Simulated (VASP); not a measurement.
# Li (P6_3/mmc) in VASP: further runs

Li is run at these levels: PBEsol; tasks: single point, relaxation of cell and atoms.

Program: VASP 6.6.1. These are calculated values, not measurements. Logs are shortened: lines on timing, memory, paths and dates and some standing lists are left out, and cuts for length are marked.

**1. The cell of the first run**

It takes space group P6_3/mmc (No. 194, hexagonal). Conventional cell: a = 2.986 Å, b = 2.986 Å, c = 4.896 Å, α = 90.00°, β = 90.00°, γ = 120.00°. Li (site symmetry -6m2) has 12 Li at 2.99 Å within 3.9 Å.

This isn't the form of Li at room conditions, which is bcc.

**2. Single point, PBEsol**

Contents of INCAR:

```
SYSTEM = Li
PREC     = Accurate       ! precision mode
ENCUT    = 520            ! plane-wave cutoff, eV
EDIFF    = 1E-7           ! SCF threshold, eV
ISMEAR   = -1             ! smearing method
SIGMA    = 0.1            ! smearing width, eV
LREAL    = .False.        ! projectors in reciprocal space
LASPH    = .True.         ! aspherical terms in the spheres
NELM     = 100            ! most SCF steps
ALGO     = Normal         ! electronic algorithm
ISIF     = 2              ! what is computed and relaxed
LWAVE    = .False.        ! write WAVECAR
LCHARG   = .True.         ! write CHGCAR
GGA      = PS             ! functional
LELF     = .True.         ! ELF
LVHAR    = .True.       
NBANDS   = 10             ! bands
```

Contents of KPOINTS:

```
regular mesh
0
Gamma
  18 18 10
  0 0 0
```

Contents of POSCAR:

```
Li
1.0
    2.9858086742      0.0000000000      0.0000000000
   -1.4929043371      2.5857861627      0.0000000000
    0.0000000000      0.0000000000      4.8959058128
Li
2
Direct
    0.3333333333      0.6666666667      0.2500000000
    0.6666666667      0.3333333333      0.7500000000
```

Potentials or basis: VASP PAW PBE potentials, release 64 (Li_sv).

Launch:

```console
$ cat potpaw_PBE.64/Li_sv/POTCAR > POTCAR
$ mpirun -np 1 vasp_std > vasp.out
```

OUTCAR:

```text
SYSTEM = Li
   PREC = Accurate
   ENCUT = 520
   EDIFF = 1E-7
   ISMEAR = -1
   LREAL = .False.
   LASPH = .True.
   NELM = 100
   ISIF = 2
   GGA = PS

 ion  position               nearest neighbor table
   1  0.333  0.667  0.250-
   2  0.667  0.333  0.750-

  LATTYP: Found a hexagonal cell.
 ALAT       =     2.9858086742
 C/A-ratio  =     1.6397252293

  Lattice vectors:

 A1 = (   2.9858086742,   0.0000000000,   0.0000000000)
 A2 = (  -1.4929043371,   2.5857861627,   0.0000000000)
 A3 = (   0.0000000000,   0.0000000000,   4.8959058128)

Analysis of symmetry for initial positions (statically):
=====================================================================
 Subroutine PRICEL returns:
 Original cell was already a primitive cell.

 Routine SETGRP: Setting up the symmetry group for a
 hexagonal supercell.

 Subroutine GETGRP returns: Found 24 space group operations
 (whereof 12 operations were pure point group operations)
 out of a pool of 24 trial point group operations.

The static configuration has the point symmetry D_3d.
 The point group associated with its full space group is D_6h.

Analysis of symmetry for dynamics (positions and initial velocities):
=====================================================================
 Subroutine PRICEL returns:
 Original cell was already a primitive cell.

 Routine SETGRP: Setting up the symmetry group for a
 hexagonal supercell.

 Subroutine GETGRP returns: Found 24 space group operations
 (whereof 12 operations were pure point group operations)
 out of a pool of 24 trial point group operations.

The dynamic configuration has the point symmetry D_3d.
 The point group associated with its full space group is D_6h.

 Subroutine INISYM returns: Found 24 space group operations
 (whereof 12 operations are pure point group operations),
 and found     1 'primitive' translations

----------------------------------------------------------------------------------------

                                     Primitive cell

  volume of cell :      37.7996

  direct lattice vectors                    reciprocal lattice vectors
     2.985808674  0.000000000  0.000000000     0.334917642  0.193364791  0.000000000
    -1.492904337  2.585786163  0.000000000     0.000000000  0.386729581  0.000000000
     0.000000000  0.000000000  4.895905813     0.000000000  0.000000000  0.204252295

  length of vectors
     2.985808674  2.985808674  4.895905813     0.386729581  0.386729581  0.204252295

  position of ions in fractional coordinates (direct lattice)
     0.333333333  0.666666667  0.250000000
     0.666666667  0.333333333  0.750000000

  ion indices of the primitive-cell ions
   primitive index   ion index
                 1           1
                 2           2

----------------------------------------------------------------------------------------

 KPOINTS: regular mesh

Automatic generation of k-mesh.
 Grid dimensions read from file:
 generate k-points for:   18   18   10

 Generating k-lattice:

  Cartesian coordinates                     Fractional coordinates (reciprocal lattice)
     0.018606536  0.010742488  0.000000000     0.055555556  0.000000000  0.000000000
     0.000000000  0.021484977  0.000000000     0.000000000  0.055555556  0.000000000
     0.000000000  0.000000000  0.020425230     0.000000000  0.000000000  0.100000000

  Length of vectors
     0.021484977  0.021484977  0.020425230

  Shift w.r.t. Gamma in fractional coordinates (k-lattice)
     0.000000000  0.000000000  0.000000000

 Subroutine IBZKPT returns following result:
 ===========================================

 Found    222 irreducible k-points:

 Following reciprocal coordinates:
            Coordinates               Weight
  0.000000  0.000000  0.000000      1.000000
  0.055556  0.000000  0.000000      6.000000
  0.111111  0.000000  0.000000      6.000000
  0.166667  0.000000  0.000000      6.000000
  0.222222  0.000000  0.000000      6.000000
  0.277778  0.000000  0.000000      6.000000
[... 16 lines left out ...]
  0.333333  0.111111  0.000000     12.000000
  0.388889  0.111111  0.000000     12.000000
 [... further k-points ...]
   k-points           NKPTS =    222   k-points in BZ     NKDIM =    222   number of bands    NBANDS=     10
   number of dos      NEDOS =    301   number of ions     NIONS =      2
   total plane-waves  NPLWV =  20736
   dimension x,y,z NGX =    24 NGY =   24 NGZ =   36
   dimension x,y,z NGXF=    48 NGYF=   48 NGZF=   72
   ions per type =               2
   NGX,Y,Z   is equivalent  to a cutoff of  13.36, 13.36, 12.22 a.u.
   NGXF,Y,Z  is equivalent  to a cutoff of  26.73, 26.73, 24.45 a.u.
 SYSTEM =  Li
   PREC   = accura    normal or accurate (medium, high low for compatibility)
   ISTART =      0    job   : 0-new  1-cont  2-samecut
   ICHARG =      2    charge: 1-file 2-atom 10-const
   ISPIN  =      1    spin polarized calculation?
   LNONCOLLINEAR =      F non collinear calculations
   LSORBIT =      F    spin-orbit coupling
   LASPH  =      T    aspherical Exc in radial PAW
   ENCUT  =  520.0 eV  38.22 Ry    6.18 a.u.   5.55  5.55  9.10*2*pi/ulx,y,z
   NELM   =    100;   NELMIN=  2; NELMDL= -5     # of ELM steps
   EDIFF  = 0.1E-06   stopping-criterion for ELM
   LREAL  =      F    real-space projection
   EDIFFG = 0.1E-05   stopping-criterion for IOM
   NSW    =      0    number of steps for IOM
   IBRION =     -1    ionic relax: 0-MD 1-quasi-New 2-CG
   NFREE  =      0    steps in history (QN), initial steepest desc. (CG)
   ISIF   =      2    stress and relaxation
   ISYM   =      2    0-nonsym 1-usesym 2-fastsym
   POTIM  = 0.5000    time-step for ionic-motion
   TEBEG  =    0.0;   TEEND  =   0.0 temperature during run
   PSTRESS=    0.0 pullay stress
   NELECT =       6.0000    total number of electrons
   NUPDOWN=      -1.0000    fix difference up-down
   EMIN   =  10.00;   EMAX   =-10.00  energy-range for DOS
   EFERMI =   0.00;   METHOD = LEGACY
   ISMEAR =    -1;   SIGMA  =   0.10  broadening in eV -4-tet -1-fermi 0-gaus
   EFERMI_NEDOS =   21; number of points for ismear=-14 and -15
   IALGO  =     38    algorithm
   IMIX   =      4    mixing-type and parameters
     AMIX     =   0.40;   BMIX     =  1.00
     AMIX_MAG =   1.60;   BMIX_MAG =  1.00
  volume/ion in A,a.u.               =      18.90       127.54
  Fermi-wavevector in a.u.,A,eV,Ry     =   0.886399  1.675052 10.690146  0.785704
  Thomas-Fermi vector in A             =   2.007560
   LORBIT       =      0    0 simple, 1 ext, 2 COOP (PROOUT), +10 PAW based schemes
   GGA     = PS    functional components
   LHFCALC =     F    Hartree Fock is set to
   AEXX    =    0.0000 exact exchange contribution
   IVDW    =     0    specifies the selected vdW correction
   LEPSILON=     F    determine dielectric tensor
   LRPA    =     F    only Hartree local field effects (RPA)
 non-spin polarized calculation
  energy-cutoff  :      520.00
  volume of cell :       37.80
 maximum number of plane-waves:      1044
 NGX is ok and might be reduce to    24
   NGX = 11   NGY = 11   NGZ = 19

 number of electron       6.0000007 magnetization

 Free energy of the ion-electron system (eV)
  ---------------------------------------------------
  ext. energy  EPLUGINS =         0.00000000
  ---------------------------------------------------
  free energy    TOTEN  =        -3.94178727 eV

  energy without entropy =       -3.91118549  energy(sigma->0) =       -3.92648638

 E-fermi :   0.8227     XC(G=0):  -7.1907

 val. band max:        0.8224023596   @ k =   0.0556   0.0000   0.0000
 cond. band min:       0.8487032114   @ k =   0.3889   0.1111   0.3000
 fundamental gap:      0.0263008518
 Fermi energy:         0.8226767510

 k-point     1 :       0.0000    0.0000    0.0000
  band No.  band energies     occupation
      1     -44.9692      2.00000
      2     -44.9442      2.00000
      3      -2.8165      2.00000
      4       0.7542      1.32942
      5       3.9633      0.00000
      6      13.9629      0.00000
      7      13.9629      0.00000
      8      15.4128      0.00000
      9      15.4129      0.00000
     10      15.9719      0.00000

 k-point     2 :       0.0556    0.0000    0.0000
  band No.  band energies     occupation
      1     -44.9685      2.00000
      2     -44.9438      2.00000
      3      -2.7661      2.00000
      4       0.8224      1.00137
      5       3.9795      0.00000
      6      13.3619      0.00000
      7      13.5248      0.00000
      8      15.4066      0.00000
      9      15.7111      0.00000
     10      15.9251      0.00000

 k-point     3 :       0.1111    0.0000    0.0000
  band No.  band energies     occupation
      1     -44.9665      2.00000
      2     -44.9429      2.00000
      3      -2.6152      2.00000
      4       1.0268      0.22996
      5       4.0257      0.00000
      6      12.0500      0.00000
      7      12.7550      0.00000
      8      15.3747      0.00000
      9      15.6983      0.00000
     10      15.9510      0.00000

 k-point     4 :       0.1667    0.0000    0.0000
  band No.  band energies     occupation
      1     -44.9634      2.00000
      2     -44.9415      2.00000
      3      -2.3635      2.00000
      4       1.3670      0.00861
      5       4.0915      0.00000
      6      10.5738      0.00000
      7      11.9923      0.00000
      8      15.0003      0.00000
      9      15.1247      0.00000
     10      15.5890      0.00000
[... 222 lines left out ...]
 k-point    22 :       0.2778    0.1111    0.0000
  band No.  band energies     occupation
      1     -44.9499      2.00000
      2     -44.9365      2.00000
      3      -0.8499      2.00000
      4       3.3943      0.00000
      5       3.9711      0.00000
      6       6.9226      0.00000
      7       8.9416      0.00000
      8      10.6900      0.00000
      9      12.2458      0.00000
     10      13.9860      0.00000

 k-point    23 :       0.3333    0.1111    0.0000
  band No.  band energies     occupation
      1     -44.9463      2.00000
      2     -44.9358      2.00000
      3      -0.2084      1.99993
      4       3.3793      0.00000
      5       4.2573      0.00000
      6       6.6762      0.00000
      7       8.3628      0.00000
      8       9.2262      0.00000
      9      11.5764      0.00000
     10      13.7586      0.00000

 k-point    24 :       0.3889    0.1111    0.0000
  band No.  band energies     occupation
      1     -44.9437      2.00000
      2     -44.9356      2.00000
      3       0.4790      1.93768
      4       2.6005      0.00000
      5       5.2122      0.00000
      6       6.8496      0.00000
      7       7.8101      0.00000
      8       7.8991      0.00000
      9      11.1669      0.00000
     10      13.6200      0.00000

 [... further k-points ...]
[... 5 lines left out ...]
  --------------------------------------------------------------------------------------
  -------------------------------------------------------------------------------------
  Total        0.2195644      0.2195644      0.2238473      0.0000000      0.0000000      0.0000000
  in kB        9.3064670      9.3064670      9.4880025      0.0000000      0.0000000      0.0000000
  external PRESSURE =       9.3669788 kB  Pullay stress =       0.0000000 kB

 VOLUME and BASIS-vectors are now :
 -----------------------------------------------------------------------------
  energy-cutoff  :      520.00
  volume of cell :       37.80
      direct lattice vectors                 reciprocal lattice vectors
     2.985808674  0.000000000  0.000000000     0.334917642  0.193364791  0.000000000
    -1.492904337  2.585786163  0.000000000     0.000000000  0.386729581  0.000000000
     0.000000000  0.000000000  4.895905813     0.000000000  0.000000000  0.204252295

 POSITION                                       TOTAL-FORCE (eV/Angst)
 -----------------------------------------------------------------------------------
     -0.00000      1.72386      1.22398        -0.000000      0.000000      0.000000
      1.49290      0.86193      3.67193         0.000000     -0.000000     -0.000000
 -----------------------------------------------------------------------------------
    total drift:                               -0.000000      0.000000      0.000000

  FREE ENERGIE OF THE ION-ELECTRON SYSTEM (eV)
  ---------------------------------------------------
  free  energy   TOTEN  =        -3.9417872667 eV

  energy  without entropy=       -3.9111854904  energy(sigma->0) =       -3.92648638
```

It took 68 s on 1 thread of Intel Xeon 8259CL, shared host; peak memory 0.19 GiB.

What came out:

| Property | Result |
| --- | --- |
| Free energy | -3.9418 eV |
| Band gap on the k mesh | zero (bands 3 and 4 overlap by 4.77 eV) |

Levels at points of the mesh, in eV from the Fermi level:
```csv
k point,band 1,band 2,band 3,band 4,band 5,band 6,band 7
"(0.00, 0.00, 0.00)",-45.79,-45.77,-3.64,-0.07,3.14,13.14,13.14
"(0.50, 0.00, 0.00)",-45.77,-45.76,-0.10,1.14,4.89,6.07,6.60
"(0.00, 0.00, 0.50)",-45.78,-45.78,-2.51,-2.51,8.32,8.32,14.10
"(0.50, 0.00, 0.50)",-45.76,-45.76,0.69,0.69,3.75,3.75,10.33
```

Caveat: the cutoff is under 1.25 times the usual one of these potentials, so pressure, stress and relaxed cells hold a basis-set (Pulay) error; the PAW data sets were made with another functional, which shifts forces and pressure a little.

**3. Single point, PBEsol**

This run uses another cell than the first one, of 20.19 Å³/atom.

Contents of INCAR:

```
SYSTEM = Li
PREC = Accurate
ENCUT = 520
EDIFF = 1E-6
ISMEAR = -1
SIGMA = 0.1
LREAL = .FALSE.
LASPH = .TRUE.
NELM = 60
ALGO = Normal
ISIF = 2
LWAVE = .FALSE.
LCHARG = .FALSE.
GGA = PS
NBANDS = 10
```

Contents of KPOINTS:

```
regular mesh
0
G
  18 18 10
  0 0 0
```

Contents of POSCAR:

```
Li
1.0
    3.0528418645      0.0000000000      0.0000000000
   -1.5264209322      2.6438386084      0.0000000000
    0.0000000000      0.0000000000      5.0030045290
Li
2
Direct
    0.3333333333      0.6666666667      0.2500000000
    0.6666666667      0.3333333333      0.7500000000
```

Potentials or basis: VASP PAW PBE potentials, release 64 (Li_sv).

Launch:

```console
$ cat potpaw_PBE.64/Li_sv/POTCAR > POTCAR
$ mpirun -np 1 vasp_std > vasp.out
```

Wall time 64 s (1 thread of Intel Xeon 8259CL, shared host); peak memory 0.2 GiB.

It converged, with:

```yaml
Free_energy: -3.9509 eV
Band_gap_on_the_k_mesh: zero (bands 3 and 4 overlap by 4.63 eV)
```

Levels at points of the mesh, in eV from the Fermi level:
```
           k point  band 1  band 2  band 3  band 4  band 5  band 6
(0.00, 0.00, 0.00)  -45.90  -45.88   -3.56   -0.03    2.92   12.55
(0.50, 0.00, 0.00)  -45.88  -45.88   -0.08    1.06    4.69    5.84
(0.00, 0.00, 0.50)  -45.89  -45.89   -2.45   -2.45    7.95    7.95
(0.50, 0.00, 0.50)  -45.88  -45.88    0.69    0.69    3.53    3.53
```

Caveat: the cutoff is under 1.25 times the usual one of these potentials, so pressure, stress and relaxed cells hold a basis-set (Pulay) error; the PAW data sets were made with another functional, which shifts forces and pressure a little.

**4. Relaxation of cell and atoms, PBEsol, target pressure 1 GPa, at which the enthalpy is minimised**

This run uses another cell than the first one, of 20.19 Å³/atom.

Contents of INCAR:

```
SYSTEM = Li
PREC = Accurate
ENCUT = 600
EDIFF = 1E-7
ISMEAR = -1
SIGMA = 0.1
LREAL = .FALSE.
LASPH = .TRUE.
NELM = 100
ALGO = Normal
ISIF = 3
LWAVE = .FALSE.
LCHARG = .FALSE.
GGA = PS
IBRION = 2
NSW = 100
EDIFFG = -0.002
PSTRESS = 10.0
```

KPOINTS is that of step 3.

POSCAR is that of step 3.

Launch:

```console
$ cat potpaw_PBE.64/Li_sv/POTCAR > POTCAR
$ mpirun -np 1 vasp_std > vasp.out
```

Wall time 4.4 min (1 thread of Intel Xeon 8259CL, shared host); peak memory 0.19 GiB.

It converged, with:

* Free energy: -3.9444 eV
* Relaxed volume: 18.76 Å³/atom
* Relaxed cell: a = 2.978 Å, b = 2.978 Å, c = 4.885 Å, α = 90.00°, β = 90.00°, γ = 120.00°
* Space group after relaxing (to 0.1 Å): P6_3/mmc (No. 194)
* Energy change on relaxing (the run minimises the enthalpy): +3.7 meV/atom
* Ionic steps: 8
* Pressure after relaxing: 1.0 GPa
* Band gap on the k mesh: zero (bands 3 and 4 overlap by 4.80 eV)

Step by step:
| step | energy change (eV) | largest force (eV/Å) | pressure (GPa) | volume (Å³) |
| --- | --- | --- | --- | --- |
| 1 | 0.0000 | 0.0000 | -0.10 | 40.38 |
| 2 | 0.0002 | 0.0000 | 0.17 | 39.58 |
| 3 | 0.0062 | 0.0000 | 0.90 | 37.72 |
| 4 | 0.0077 | 0.0000 | 1.00 | 37.46 |
| 5 | 0.0074 | 0.0000 | 0.98 | 37.52 |
| 6 | 0.0074 | 0.0000 | 0.98 | 37.52 |
| 7 | 0.0074 | 0.0000 | 0.98 | 37.52 |
| 8 | 0.0074 | 0.0000 | 0.99 | 37.51 |

Final structure:
```cif
data_structure
_symmetry_space_group_name_H-M 'P 1'
_symmetry_Int_Tables_number 1
_cell_length_a 2.9777
_cell_length_b 2.9777
_cell_length_c 4.8851
_cell_angle_alpha 90.000
_cell_angle_beta 90.000
_cell_angle_gamma 120.000
_cell_volume 37.51
loop_
_atom_site_label
_atom_site_type_symbol
_atom_site_fract_x
_atom_site_fract_y
_atom_site_fract_z
_atom_site_occupancy
Li1 Li 0.33333 0.66667 0.25000 1
Li2 Li 0.66667 0.33333 0.75000 1
```

Levels at points of the mesh, in eV from the Fermi level:
```csv
k point,band 1,band 2,band 3,band 4,band 5,band 6,band 7
"(0.00, 0.00, 0.00)",-45.77,-45.75,-3.65,-0.07,3.16,13.22,13.22
"(0.50, 0.00, 0.00)",-45.75,-45.74,-0.10,1.15,4.91,6.10,6.64
"(0.00, 0.00, 0.50)",-45.76,-45.76,-2.52,-2.52,8.36,8.36,14.18
"(0.50, 0.00, 0.50)",-45.74,-45.74,0.70,0.70,3.78,3.78,10.39
```

Caveat: the cutoff is under 1.25 times the usual one of these potentials, so pressure, stress and relaxed cells hold a basis-set (Pulay) error; the cell is relaxed towards a set pressure, so the run minimises the enthalpy, not the energy; the PAW data sets were made with another functional, which shifts forces and pressure a little.

**5. Summary**

```tsv
task	cell	cutoff (eV)	gap on the mesh (eV)
single point	a = 2.986, b = 2.986, c = 4.896 Å, angles 90.0, 90.0, 120.0°, 2 atoms	520	none
single point	a = 3.053, b = 3.053, c = 5.003 Å, angles 90.0, 90.0, 120.0°, 2 atoms	520	none
relaxation of cell and atoms	relaxed to 1 GPa from a = 3.053, b = 3.053, c = 5.003 Å, angles 90.0, 90.0, 120.0°, 2 atoms	600	none
```

Alike in all rows: level PBEsol; potentials or basis VASP PAW PBE potentials, release 64 (Li_sv); no spin polarisation; k mesh 18 × 18 × 10; smearing fermi-dirac 0.1 eV.

Caveats: the cutoff is under 1.25 times the usual one of these potentials, so pressure, stress and relaxed cells hold a basis-set (Pulay) error; the PAW data sets were made with another functional, which shifts forces and pressure a little; the cell is relaxed towards a set pressure, so the run minimises the enthalpy, not the energy (at least some runs).

Total energies depend on the potentials used, so only differences within one code and one set of settings carry meaning.
